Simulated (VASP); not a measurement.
# Zr (Fm-3m) in VASP: single point with PBE+U

Aim: the single point of Zr with PBE+U.

Everything below comes from runs of VASP 6.6.1. Logs are shortened: lines on timing, memory, paths and dates and some standing lists are left out, and cuts for length are marked.

## 1. The cell of the first run

The structure is cubic, space group Fm-3m (No. 225). The conventional cell has a = 4.529 Å, b = 4.529 Å, c = 4.529 Å, α = 90.00°, β = 90.00°, γ = 90.00°. Zr (site symmetry m-3m) has 12 Zr at 3.20 Å within 4.2 Å.

## 2. Single point, PBE+U, collinear spin, ferromagnetic start

File INCAR:

```
SYSTEM = Zr
ALGO     = Normal         ! electronic algorithm
EDIFF    = 1E-6           ! SCF threshold, eV
ENCUT    = 500            ! plane-wave cutoff, eV
GGA      = PE             ! functional
GGA_COMPAT= .False.      
ISIF     = 2              ! what is computed and relaxed
ISMEAR   = 0              ! smearing method
ISPIN    = 2              ! spin polarisation
LASPH    = .True.         ! aspherical terms in the spheres
LCHARG   = .False.        ! write CHGCAR
LDAU     = .True.         ! DFT+U
LDAUJ    = 0            
LDAUL    = 2              ! shell
LDAUPRINT= 1            
LDAUTYPE = 2            
LDAUU    = 0.75           ! U, eV
LMAXMIX  = 4              ! l up to which the mixer works
LORBIT   = 11             ! projections on sites
LREAL    = .False.        ! projectors in reciprocal space
LWAVE    = .False.        ! write WAVECAR
MAGMOM   = 0.1            ! initial moments
NBANDS   = 16             ! bands
NELM     = 200            ! most SCF steps
PREC     = Accurate       ! precision mode
SIGMA    = 0.1            ! smearing width, eV
```

File KPOINTS:

```
k-points
0
Gamma
  4 4 4
  0 0 0
```

File POSCAR:

```
Zr
1.0
    0.0000000000      2.2646202716      2.2646202716
    2.2646202716      0.0000000000      2.2646202716
    2.2646202716      2.2646202716      0.0000000000
Zr
1
Direct
    0.0000000000      0.0000000000      0.0000000000
```

Potentials or basis: VASP PAW PBE potentials, release 64 (Zr_sv).

On the command line:

```
> cat potpaw_PBE.64/Zr_sv/POTCAR > POTCAR
> mpirun -np 1 vasp_std > vasp.out
```

OUTCAR:

```text
SYSTEM = Zr
   EDIFF = 1E-6
   ENCUT = 500
   GGA = PE
   ISIF = 2
   ISMEAR = 0
   ISPIN = 2
   LASPH = .True.
   LORBIT = 11
   LREAL = .False.
   NELM = 200
   PREC = Accurate

 ion  position               nearest neighbor table
   1  0.000  0.000  0.000-

  LATTYP: Found a face centered cubic cell.
 ALAT       =     4.5292405432

  Lattice vectors:

 A1 = (   0.0000000000,   2.2646202716,   2.2646202716)
 A2 = (   2.2646202716,   0.0000000000,   2.2646202716)
 A3 = (   2.2646202716,   2.2646202716,   0.0000000000)

Analysis of symmetry for initial positions (statically):
=====================================================================
 Subroutine PRICEL returns:
 Original cell was already a primitive cell.

 Routine SETGRP: Setting up the symmetry group for a
 face centered cubic supercell.

 Subroutine GETGRP returns: Found 48 space group operations
 (whereof 48 operations were pure point group operations)
 out of a pool of 48 trial point group operations.

The static configuration has the point symmetry O_h .

Analysis of symmetry for dynamics (positions and initial velocities):
=====================================================================
 Subroutine PRICEL returns:
 Original cell was already a primitive cell.

 Routine SETGRP: Setting up the symmetry group for a
 face centered cubic supercell.

 Subroutine GETGRP returns: Found 48 space group operations
 (whereof 48 operations were pure point group operations)
 out of a pool of 48 trial point group operations.

The dynamic configuration has the point symmetry O_h .

Analysis of structural, dynamic, and magnetic symmetry:
=====================================================================
 Subroutine PRICEL returns:
 Original cell was already a primitive cell.

 Routine SETGRP: Setting up the symmetry group for a
 face centered cubic supercell.

 Subroutine GETGRP returns: Found 48 space group operations
 (whereof 48 operations were pure point group operations)
 out of a pool of 48 trial point group operations.

The overall configuration has the point symmetry O_h .

 Subroutine INISYM returns: Found 48 space group operations
 (whereof 48 operations are pure point group operations),
 and found     1 'primitive' translations

----------------------------------------------------------------------------------------

                                     Primitive cell

  volume of cell :      23.2282

  direct lattice vectors                    reciprocal lattice vectors
     0.000000000  2.264620272  2.264620272    -0.220787567  0.220787567  0.220787567
     2.264620272  0.000000000  2.264620272     0.220787567 -0.220787567  0.220787567
     2.264620272  2.264620272  0.000000000     0.220787567  0.220787567 -0.220787567

  length of vectors
     3.202656702  3.202656702  3.202656702     0.382415284  0.382415284  0.382415284

  position of ions in fractional coordinates (direct lattice)
     0.000000000  0.000000000  0.000000000

  ion indices of the primitive-cell ions
   primitive index   ion index
                 1           1

----------------------------------------------------------------------------------------

 KPOINTS: k-points

Automatic generation of k-mesh.
 Grid dimensions read from file:
 generate k-points for:    4    4    4

[... 45 lines left out ...]
   NELM   =    200;   NELMIN=  2; NELMDL= -5     # of ELM steps
   EDIFF  = 0.1E-05   stopping-criterion for ELM
   LREAL  =      F    real-space projection
   EDIFFG = 0.1E-04   stopping-criterion for IOM
   NSW    =      0    number of steps for IOM
   IBRION =     -1    ionic relax: 0-MD 1-quasi-New 2-CG
   NFREE  =      0    steps in history (QN), initial steepest desc. (CG)
   ISIF   =      2    stress and relaxation
   ISYM   =      2    0-nonsym 1-usesym 2-fastsym
   POTIM  = 0.5000    time-step for ionic-motion
   TEBEG  =    0.0;   TEEND  =   0.0 temperature during run
   PSTRESS=    0.0 pullay stress
   NELECT =      12.0000    total number of electrons
   NUPDOWN=      -1.0000    fix difference up-down
   EMIN   =  10.00;   EMAX   =-10.00  energy-range for DOS
   EFERMI =   0.00;   METHOD = LEGACY
   ISMEAR =     0;   SIGMA  =   0.10  broadening in eV -4-tet -1-fermi 0-gaus
   EFERMI_NEDOS =   21; number of points for ismear=-14 and -15
   IALGO  =     38    algorithm
   IMIX   =      4    mixing-type and parameters
     AMIX     =   0.40;   BMIX     =  1.00
     AMIX_MAG =   1.60;   BMIX_MAG =  1.00
  volume/ion in A,a.u.               =      23.23       156.75
  Fermi-wavevector in a.u.,A,eV,Ry     =   1.313600  2.482344 23.477470  1.725545
  Thomas-Fermi vector in A             =   2.443912
   LORBIT       =     11    0 simple, 1 ext, 2 COOP (PROOUT), +10 PAW based schemes
 LDA+U is selected, type is set to LDAUTYPE =  2
   angular momentum for each species LDAUL =     2
   U (eV)           for each species LDAUU =   0.8
   J (eV)           for each species LDAUJ =   0.0
   GGA     = PE    functional components
   LHFCALC =     F    Hartree Fock is set to
   AEXX    =    0.0000 exact exchange contribution
   IVDW    =     0    specifies the selected vdW correction
   LEPSILON=     F    determine dielectric tensor
   LRPA    =     F    only Hartree local field effects (RPA)
 spin polarized calculation
 Gauss-broadening in eV      SIGMA  =   0.10
  energy-cutoff  :      500.00
  volume of cell :       23.23
 maximum number of plane-waves:       609
   NGX = 11   NGY = 11   NGZ = 11

atom =   1  type =  1  l = 2

 onsite density matrix

spin component  1

  0.1886  0.0000 -0.0000 -0.0000 -0.0000
  0.0000  0.1886  0.0000  0.0000  0.0000
 -0.0000  0.0000  0.1335  0.0000 -0.0000
 -0.0000  0.0000  0.0000  0.1886 -0.0000
 -0.0000  0.0000 -0.0000 -0.0000  0.1335

spin component  2

  0.1859  0.0000 -0.0000 -0.0000 -0.0000
  0.0000  0.1859  0.0000  0.0000  0.0000
 -0.0000  0.0000  0.1246  0.0000 -0.0000
 -0.0000  0.0000  0.0000  0.1859 -0.0000
 -0.0000  0.0000 -0.0000 -0.0000  0.1246

 occupancies and eigenvectors

  o =  0.1246  v =  0.0000  0.0000  0.0000  0.0000  0.0000  0.0000  0.0000 -0.0088 -0.0000 -1.0000      0.0000  0.0000  0.0000  0.0000  0.0000  0.0000  0.0000  0.0000  0.0000  0.0000
  o =  0.1246  v =  0.0000  0.0000  0.0000  0.0000  0.0000  0.0000 -0.0000  1.0000 -0.0000 -0.0088      0.0000  0.0000  0.0000  0.0000  0.0000  0.0000  0.0000  0.0000  0.0000  0.0000
  o =  0.1335  v =  0.0000 -0.0000 -0.3200  0.0000  0.9474  0.0000  0.0000  0.0000  0.0000  0.0000      0.0000  0.0000  0.0000  0.0000  0.0000  0.0000  0.0000  0.0000  0.0000  0.0000
  o =  0.1335  v =  0.0000  0.0000  0.9474 -0.0000  0.3200  0.0000  0.0000  0.0000  0.0000  0.0000      0.0000  0.0000  0.0000  0.0000  0.0000  0.0000  0.0000  0.0000  0.0000  0.0000
  o =  0.1859  v =  0.0000  0.0000  0.0000  0.0000  0.0000  0.0000 -0.9738  0.0000  0.2275 -0.0000      0.0000  0.0000  0.0000  0.0000  0.0000  0.0000  0.0000  0.0000  0.0000  0.0000
  o =  0.1859  v =  0.0000  0.0000  0.0000  0.0000  0.0000  0.0000  0.2275  0.0000  0.9738 -0.0000      0.0000  0.0000  0.0000  0.0000  0.0000  0.0000  0.0000  0.0000  0.0000  0.0000
  o =  0.1859  v =  0.0000  0.0000  0.0000  0.0000  0.0000  1.0000  0.0000  0.0000  0.0000  0.0000      0.0000  0.0000  0.0000  0.0000  0.0000  0.0000  0.0000  0.0000  0.0000  0.0000
  o =  0.1886  v =  0.0000  0.0479  0.0000  0.9989  0.0000  0.0000  0.0000  0.0000  0.0000  0.0000      0.0000  0.0000  0.0000  0.0000  0.0000  0.0000  0.0000  0.0000  0.0000  0.0000
  o =  0.1886  v =  0.0000 -0.9989  0.0000  0.0479 -0.0000  0.0000  0.0000  0.0000  0.0000  0.0000      0.0000  0.0000  0.0000  0.0000  0.0000  0.0000  0.0000  0.0000  0.0000  0.0000
  o =  0.1886  v =  1.0000  0.0000  0.0000  0.0000  0.0000  0.0000  0.0000  0.0000  0.0000  0.0000      0.0000  0.0000  0.0000  0.0000  0.0000  0.0000  0.0000  0.0000  0.0000  0.0000

 number of electron      12.0000000 magnetization       0.0454474

 Free energy of the ion-electron system (eV)
  ---------------------------------------------------
  ext. energy  EPLUGINS =         0.00000000
  ---------------------------------------------------
  free energy    TOTEN  =        -7.92841931 eV

  energy without entropy =       -7.91805240  energy(sigma->0) =       -7.92323585

 E-fermi :   8.8743     XC(G=0): -11.0986

 val. band max:        8.8380876679   @ k =  -0.2500   0.2500   0.0000
 cond. band min:       8.8813591071   @ k =  -0.2500   0.2500   0.0000
 fundamental gap:      0.0432714393
 Fermi energy:         8.8743485046

 spin component 1

 k-point     1 :       0.0000    0.0000    0.0000
  band No.  band energies     occupation
      1     -39.8369      1.00000
      2     -17.3483      1.00000
      3     -17.3483      1.00000
      4     -17.3483      1.00000
      5       3.3376      1.00000
      6      10.0492      0.00000
[... 128 lines left out ...]
      2     -17.9757      1.00000
      3     -17.9757      1.00000
      4     -17.7060      1.00000
      5       7.2723      1.00000
      6       8.6269      0.99977
[... 8 lines left out ...]
     15      28.2158      0.00000
     16      30.4303      0.00000
 Fermi energy:         8.8743485046

 spin component 2

 k-point     1 :       0.0000    0.0000    0.0000
  band No.  band energies     occupation
      1     -39.8211      1.00000
      2     -17.3298      1.00000
      3     -17.3298      1.00000
      4     -17.3298      1.00000
      5       3.3716      1.00000
      6      10.0717      0.00000
[... 129 lines left out ...]
      3     -17.9566      1.00000
      4     -17.6870      1.00000
      5       7.3245      1.00000
      6       8.6450      0.99941
[... 8 lines left out ...]
     15      28.2417      0.00000
     16      30.4648      0.00000

------------------------ aborting loop because EDIFF is reached ----------------------------------------

  FORCE on cell =-STRESS in cart. coord.  units (eV):
  Direction    XX          YY          ZZ          XY          YZ          ZX
  --------------------------------------------------------------------------------------
  -------------------------------------------------------------------------------------
  Total        0.3879930      0.3879930      0.3879930      0.0000000      0.0000000     -0.0000000
  in kB       26.7619844     26.7619844     26.7619844      0.0000000      0.0000000     -0.0000000
  external PRESSURE =      26.7619844 kB  Pullay stress =       0.0000000 kB

 VOLUME and BASIS-vectors are now :
 -----------------------------------------------------------------------------
  energy-cutoff  :      500.00
  volume of cell :       23.23
      direct lattice vectors                 reciprocal lattice vectors
     0.000000000  2.264620272  2.264620272    -0.220787567  0.220787567  0.220787567
     2.264620272  0.000000000  2.264620272     0.220787567 -0.220787567  0.220787567
     2.264620272  2.264620272  0.000000000     0.220787567  0.220787567 -0.220787567

 POSITION                                       TOTAL-FORCE (eV/Angst)
 -----------------------------------------------------------------------------------
      0.00000      0.00000      0.00000         0.000000      0.000000     -0.000000
 -----------------------------------------------------------------------------------
    total drift:                               -0.000000      0.000000     -0.000000

  FREE ENERGIE OF THE ION-ELECTRON SYSTEM (eV)
  ---------------------------------------------------
  free  energy   TOTEN  =        -7.9284193064 eV

  energy  without entropy=       -7.9180523980  energy(sigma->0) =       -7.92323585

 total charge

# of ion       s       p       d       tot
------------------------------------------
    1        2.227   5.965   1.611   9.803

 magnetization (x)

# of ion       s       p       d       tot
------------------------------------------
    1       -0.000   0.001   0.025   0.026
```

It took 4.5 s on 1 thread of Intel Xeon 6975P-C (Granite Rapids), shared host; peak memory 0.14 GiB.

What came out:

- Free energy: -7.9284 eV
- Pressure: 2.7 GPa
- Net moment: 0.05 μB per cell
- Site moments: Zr +0.03 μB
- Valence electrons inside the program's atomic spheres: Zr 9.80

Eigenvalues of the final occupation matrices:
```csv
site,spin,trace,eigenvalues
site 1 d,1,0.83,0.13 0.13 0.19 0.19 0.19
site 1 d,2,0.81,0.12 0.12 0.19 0.19 0.19
```

Caveat: the k points lie up to 0.60 Å⁻¹ apart; the U is typed as a test and isn't derived for this compound. The state reached can hang on the start; a lower one may exist.
